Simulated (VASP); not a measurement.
A run of VASP 6.6.1 is set up as follows.

The input INCAR:

```
SYSTEM = AlNi
ALGO     = Fast           ! electronic algorithm
EDIFF    = 1E-6           ! SCF threshold, eV
ENCUT    = 520            ! plane-wave cutoff, eV
GGA      = PS             ! functional
ISIF     = 2              ! what is computed and relaxed
ISMEAR   = 0              ! smearing method
LASPH    = .True.         ! aspherical terms in the spheres
LCHARG   = .True.         ! write CHGCAR
LELF     = .True.         ! ELF
LREAL    = .False.        ! projectors in reciprocal space
LVHAR    = .True.       
LWAVE    = .False.        ! write WAVECAR
NBANDS   = 14             ! bands
NELM     = 100            ! most SCF steps
PREC     = Accurate       ! precision mode
SIGMA    = 0.15           ! smearing width, eV
```

File KPOINTS:

```
k-points
0
Gamma
  20 20 20
  0 0 0
```

The input POSCAR:

```
AlNi
1.0
    1.9606882445     -1.9607092947      0.0000000000
    1.9606882445      1.9607092947      0.0000000000
    0.0000000000      0.0000000000      2.8694088109
Al Ni
1 1
Direct
    0.0000000000      0.0000000000      0.0000000000
    0.5000000000      0.5000000000      0.5000000000
```

Potentials or basis: VASP PAW PBE potentials, release 64 (Al, Ni).

Launch:

```bash
$ cat potpaw_PBE.64/Al/POTCAR potpaw_PBE.64/Ni/POTCAR > POTCAR
$ mpirun -np 1 vasp_std > vasp.out
```

Q: Predict the pressure.

A: 12.4 GPa.

Q: Predict the band gap on the k mesh.

A: Zero (an odd number of electrons rules out a gap without spin polarisation).

Stress tensor (GPa, compression positive):
```
13.36  0.00  0.00
 0.00 13.36  0.00
 0.00  0.00 10.51
```

Caveat: the cell differs from its parent crystal (strain -0.030 along x and y, +0.000 along z); the cell stands under pressure; the PAW data sets were made with another functional, which shifts forces and pressure a little. Spin polarisation is off, so any magnetic state and its effect on volume and gap are missing.
